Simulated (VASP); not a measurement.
# SrVO3 (Pm-3m) in VASP: a series of runs

Runs on SrVO3. Level: PBEsol. Tasks: single point.

Program: VASP 6.6.1. These are calculated values, not measurements. Logs are shortened: lines on timing, memory, paths and dates and some standing lists are left out, and cuts for length are marked.

**1. The cell of the first run**

Symmetry: Pm-3m, No. 221, cubic system. The conventional cell has a = 3.651 Å, b = 3.651 Å, c = 3.651 Å, α = 90.00°, β = 90.00°, γ = 90.00°. Within 3.4 Å of Sr (site symmetry m-3m) lie 12 O at 2.58 Å and 8 V at 3.16 Å. Within 2.4 Å of V (site symmetry m-3m) lie 6 O at 1.83 Å. Within 2.4 Å of O (site symmetry 4/mmm) lie 2 V at 1.83 Å.

**2. Single point, PBEsol, collinear spin, ferromagnetic start (9.74 Å³/atom)**

Contents of INCAR:

```
SYSTEM = SrVO3
ALGO = Normal
EDIFF = 1E-7
ENCUT = 520
GGA = PS
ISIF = 2
ISMEAR = 0
ISPIN = 2
LASPH = .True.
LCHARG = .True.
LELF = .True.
LMAXMIX = 4
LORBIT = 11
LREAL = .False.
LVHAR = .True.
LWAVE = .False.
MAGMOM = 0 0.22 0 0 0
NBANDS = 32
NELM = 150
PREC = Accurate
SIGMA = 0.1
```

Contents of KPOINTS:

```
k-points
0
Gamma
  10 10 10
  0 0 0
```

Contents of POSCAR:

```
SrVO3
1.0
    3.6513693142      0.0000000000      0.0000000000
    0.0000000000      3.6513693142      0.0000000000
    0.0000000000      0.0000000000      3.6513693142
Sr V O
1 1 3
Direct
    0.5000000000      0.5000000000      0.5000000000
    0.0000000000      0.0000000000      0.0000000000
    0.5000000000      0.0000000000      0.0000000000
    0.0000000000      0.5000000000      0.0000000000
    0.0000000000      0.0000000000      0.5000000000
```

Potentials or basis: VASP PAW PBE potentials, release 64 (Sr_sv, V_sv, O).

On the command line:

```bash
$ cat potpaw_PBE.64/Sr_sv/POTCAR potpaw_PBE.64/V_sv/POTCAR potpaw_PBE.64/O/POTCAR > POTCAR
$ mpirun -np 1 vasp_std > vasp.out
```

OUTCAR:

```text
SYSTEM = SrVO3
   EDIFF = 1E-7
   ENCUT = 520
   GGA = PS
   ISIF = 2
   ISMEAR = 0
   ISPIN = 2
   LASPH = .True.
   LORBIT = 11
   LREAL = .False.
   NELM = 150
   PREC = Accurate

 ion  position               nearest neighbor table
   1  0.500  0.500  0.500-   3 2.58   4 2.58   5 2.58   3 2.58   4 2.58   3 2.58   5 2.58   3 2.58
                             4 2.58   5 2.58   4 2.58   5 2.58   2 3.16   2 3.16   2 3.16   2 3.16
   2  0.000  0.000  0.000-   3 1.83   4 1.83   5 1.83   5 1.83   4 1.83   3 1.83   1 3.16   1 3.16
                             1 3.16   1 3.16   1 3.16   1 3.16   1 3.16   1 3.16
   3  0.500  0.000  0.000-   2 1.83   2 1.83   1 2.58   1 2.58   1 2.58   1 2.58
   4  0.000  0.500  0.000-   2 1.83   2 1.83   1 2.58   1 2.58   1 2.58   1 2.58
   5  0.000  0.000  0.500-   2 1.83   2 1.83   1 2.58   1 2.58   1 2.58   1 2.58

  LATTYP: Found a simple cubic cell.
 ALAT       =     3.6513693142

  Lattice vectors:

 A1 = (   3.6513693142,   0.0000000000,   0.0000000000)
 A2 = (   0.0000000000,   3.6513693142,   0.0000000000)
 A3 = (   0.0000000000,   0.0000000000,   3.6513693142)

Analysis of symmetry for initial positions (statically):
=====================================================================
 Subroutine PRICEL returns:
 Original cell was already a primitive cell.

 Routine SETGRP: Setting up the symmetry group for a
 simple cubic supercell.

 Subroutine GETGRP returns: Found 48 space group operations
 (whereof 48 operations were pure point group operations)
 out of a pool of 48 trial point group operations.

The static configuration has the point symmetry O_h .

Analysis of symmetry for dynamics (positions and initial velocities):
=====================================================================
 Subroutine PRICEL returns:
 Original cell was already a primitive cell.

 Routine SETGRP: Setting up the symmetry group for a
 simple cubic supercell.

 Subroutine GETGRP returns: Found 48 space group operations
 (whereof 48 operations were pure point group operations)
 out of a pool of 48 trial point group operations.

The dynamic configuration has the point symmetry O_h .

Analysis of structural, dynamic, and magnetic symmetry:
=====================================================================
 Subroutine PRICEL returns:
 Original cell was already a primitive cell.

 Routine SETGRP: Setting up the symmetry group for a
 simple cubic supercell.

 Subroutine GETGRP returns: Found 48 space group operations
 (whereof 48 operations were pure point group operations)
 out of a pool of 48 trial point group operations.

The overall configuration has the point symmetry O_h .

 Subroutine INISYM returns: Found 48 space group operations
 (whereof 48 operations are pure point group operations),
 and found     1 'primitive' translations

----------------------------------------------------------------------------------------

                                     Primitive cell

  volume of cell :      48.6819

  direct lattice vectors                    reciprocal lattice vectors
     3.651369314  0.000000000  0.000000000     0.273869859  0.000000000  0.000000000
     0.000000000  3.651369314  0.000000000     0.000000000  0.273869859  0.000000000
     0.000000000  0.000000000  3.651369314     0.000000000  0.000000000  0.273869859

  length of vectors
     3.651369314  3.651369314  3.651369314     0.273869859  0.273869859  0.273869859

  position of ions in fractional coordinates (direct lattice)
     0.500000000  0.500000000  0.500000000
     0.000000000  0.000000000  0.000000000
     0.500000000  0.000000000  0.000000000
     0.000000000  0.500000000  0.000000000
     0.000000000  0.000000000  0.500000000

  ion indices of the primitive-cell ions
   primitive index   ion index
                 1           1
                 2           2
                 3           3
                 4           4
                 5           5

----------------------------------------------------------------------------------------

 KPOINTS: k-points

Automatic generation of k-mesh.
[... 25 lines left out ...]
  0.200000  0.000000  0.000000      6.000000
  0.300000  0.000000  0.000000      6.000000
  0.400000  0.000000  0.000000      6.000000
  0.500000  0.000000  0.000000      3.000000
[... 16 lines left out ...]
  0.200000  0.100000  0.100000     24.000000
  0.300000  0.100000  0.100000     24.000000
 [... further k-points ...]
   k-points           NKPTS =     56   k-points in BZ     NKDIM =     56   number of bands    NBANDS=     32
   number of dos      NEDOS =    301   number of ions     NIONS =      5
   total plane-waves  NPLWV =  21952
   dimension x,y,z NGX =    28 NGY =   28 NGZ =   28
   dimension x,y,z NGXF=    56 NGYF=   56 NGZF=   56
   ions per type =               1   1   3
   NGX,Y,Z   is equivalent  to a cutoff of  12.75, 12.75, 12.75 a.u.
   NGXF,Y,Z  is equivalent  to a cutoff of  25.50, 25.50, 25.50 a.u.
 SYSTEM =  SrVO3
   PREC   = accura    normal or accurate (medium, high low for compatibility)
   ISTART =      0    job   : 0-new  1-cont  2-samecut
   ICHARG =      2    charge: 1-file 2-atom 10-const
   ISPIN  =      2    spin polarized calculation?
   LNONCOLLINEAR =      F non collinear calculations
   LSORBIT =      F    spin-orbit coupling
   LASPH  =      T    aspherical Exc in radial PAW
   ENCUT  =  520.0 eV  38.22 Ry    6.18 a.u.   6.79  6.79  6.79*2*pi/ulx,y,z
   NELM   =    150;   NELMIN=  2; NELMDL= -5     # of ELM steps
   EDIFF  = 0.1E-06   stopping-criterion for ELM
   LREAL  =      F    real-space projection
   EDIFFG = 0.1E-05   stopping-criterion for IOM
   NSW    =      0    number of steps for IOM
   IBRION =     -1    ionic relax: 0-MD 1-quasi-New 2-CG
   NFREE  =      0    steps in history (QN), initial steepest desc. (CG)
   ISIF   =      2    stress and relaxation
   ISYM   =      2    0-nonsym 1-usesym 2-fastsym
   POTIM  = 0.5000    time-step for ionic-motion
   TEBEG  =    0.0;   TEEND  =   0.0 temperature during run
   PSTRESS=    0.0 pullay stress
   NELECT =      41.0000    total number of electrons
   NUPDOWN=      -1.0000    fix difference up-down
   EMIN   =  10.00;   EMAX   =-10.00  energy-range for DOS
   EFERMI =   0.00;   METHOD = LEGACY
   ISMEAR =     0;   SIGMA  =   0.10  broadening in eV -4-tet -1-fermi 0-gaus
   EFERMI_NEDOS =   21; number of points for ismear=-14 and -15
   IALGO  =     38    algorithm
   IMIX   =      4    mixing-type and parameters
     AMIX     =   0.40;   BMIX     =  1.00
     AMIX_MAG =   1.60;   BMIX_MAG =  1.00
  volume/ion in A,a.u.               =       9.74        65.70
  Fermi-wavevector in a.u.,A,eV,Ry     =   1.546015  2.921545 32.520131  2.390162
  Thomas-Fermi vector in A             =   2.651311
   LORBIT       =     11    0 simple, 1 ext, 2 COOP (PROOUT), +10 PAW based schemes
   GGA     = PS    functional components
   LHFCALC =     F    Hartree Fock is set to
   AEXX    =    0.0000 exact exchange contribution
   IVDW    =     0    specifies the selected vdW correction
   LEPSILON=     F    determine dielectric tensor
   LRPA    =     F    only Hartree local field effects (RPA)
 spin polarized calculation
 Gauss-broadening in eV      SIGMA  =   0.10
  energy-cutoff  :      520.00
  volume of cell :       48.68
 maximum number of plane-waves:      1357
 NGX is ok and might be reduce to    28
   NGX = 13   NGY = 13   NGZ = 13

 number of electron      41.0000018 magnetization       0.1408177

 Free energy of the ion-electron system (eV)
  ---------------------------------------------------
  ext. energy  EPLUGINS =         0.00000000
  ---------------------------------------------------
  free energy    TOTEN  =       -40.70157063 eV

  energy without entropy =      -40.69046450  energy(sigma->0) =      -40.69601757

 E-fermi :   7.9261     XC(G=0): -12.6977

 val. band max:        7.9186562453   @ k =   0.2000   0.2000   0.1000
 cond. band min:       7.9280431632   @ k =   0.5000   0.2000   0.1000
 fundamental gap:      0.0093869179
 Fermi energy:         7.9260867086

 spin component 1

 k-point     1 :       0.0000    0.0000    0.0000
  band No.  band energies     occupation
      1     -57.6246      1.00000
      2     -31.6858      1.00000
      3     -31.6858      1.00000
      4     -31.6858      1.00000
      5     -26.4672      1.00000
      6     -12.7784      1.00000
[... 829 lines left out ...]
     31      16.5979      0.00000
     32      22.6715      0.00000

 [... further k-points ...]

 spin component 2

 k-point     1 :       0.0000    0.0000    0.0000
  band No.  band energies     occupation
      1     -57.4955      1.00000
      2     -31.5598      1.00000
      3     -31.5598      1.00000
      4     -31.5598      1.00000
      5     -26.4669      1.00000
      6     -12.7696      1.00000
[... 829 lines left out ...]
     31      16.6053      0.00000
     32      22.6946      0.00000

 [... further k-points ...]

------------------------ aborting loop because EDIFF is reached ----------------------------------------

  FORCE on cell =-STRESS in cart. coord.  units (eV):
  Direction    XX          YY          ZZ          XY          YZ          ZX
  --------------------------------------------------------------------------------------
  -------------------------------------------------------------------------------------
  Total       10.7525903     10.7525903     10.7525903      0.0000000      0.0000000      0.0000000
  in kB      353.8803087    353.8803087    353.8803087      0.0000000      0.0000000      0.0000000
  external PRESSURE =     353.8803087 kB  Pullay stress =       0.0000000 kB

 VOLUME and BASIS-vectors are now :
 -----------------------------------------------------------------------------
  energy-cutoff  :      520.00
  volume of cell :       48.68
      direct lattice vectors                 reciprocal lattice vectors
     3.651369314  0.000000000  0.000000000     0.273869859  0.000000000  0.000000000
     0.000000000  3.651369314  0.000000000     0.000000000  0.273869859  0.000000000
     0.000000000  0.000000000  3.651369314     0.000000000  0.000000000  0.273869859

 POSITION                                       TOTAL-FORCE (eV/Angst)
 -----------------------------------------------------------------------------------
      1.82568      1.82568      1.82568         0.000000      0.000000      0.000000
      0.00000      0.00000      0.00000         0.000000      0.000000      0.000000
      1.82568      0.00000      0.00000         0.000000      0.000000      0.000000
      0.00000      1.82568      0.00000         0.000000      0.000000      0.000000
      0.00000      0.00000      1.82568         0.000000      0.000000      0.000000
 -----------------------------------------------------------------------------------
    total drift:                                0.000000      0.000000     -0.000000

  FREE ENERGIE OF THE ION-ELECTRON SYSTEM (eV)
  ---------------------------------------------------
  free  energy   TOTEN  =       -40.7015706333 eV

  energy  without entropy=      -40.6904645004  energy(sigma->0) =      -40.69601757

 total charge

# of ion       s       p       d       tot
------------------------------------------
    1        2.008   5.805   0.308   8.121
    2        2.354   6.496   3.231  12.081
    3        1.568   3.546   0.000   5.114
    4        1.568   3.546   0.000   5.114
    5        1.568   3.546   0.000   5.114
--------------------------------------------------
tot          9.066  22.940   3.539  35.544

 magnetization (x)

# of ion       s       p       d       tot
------------------------------------------
    1       -0.000  -0.000   0.001   0.000
    2        0.001   0.001   0.123   0.125
    3       -0.000   0.001   0.000   0.001
    4       -0.000   0.001   0.000   0.001
    5       -0.000   0.001   0.000   0.001
--------------------------------------------------
tot          0.000   0.005   0.123   0.129
```

Run time: 2 min. Hardware: 1 thread of AMD EPYC 9R45 (Zen 5), shared host; peak memory 0.24 GiB.

Results:

| Property | Result |
| --- | --- |
| Free energy | -40.7016 eV |
| Pressure | 35.4 GPa |
| Net moment | 0.14 μB per cell |
| Site moments | Sr +0.00; V +0.12; O +0.00 μB |
| Valence electrons inside the program's atomic spheres | Sr 8.12; V 12.08; O 5.11 |

Caveat: the cell stands under pressure; the PAW data sets were made with another functional, which shifts forces and pressure a little; semilocal functionals often make such compounds metallic where correlation or magnetic order opens a gap, which also shifts bond lengths. With open d or f shells a metallic result of PBEsol can be an artefact of self-interaction; +U or a hybrid may open a gap.

(Part 1 of 2 ends here.)
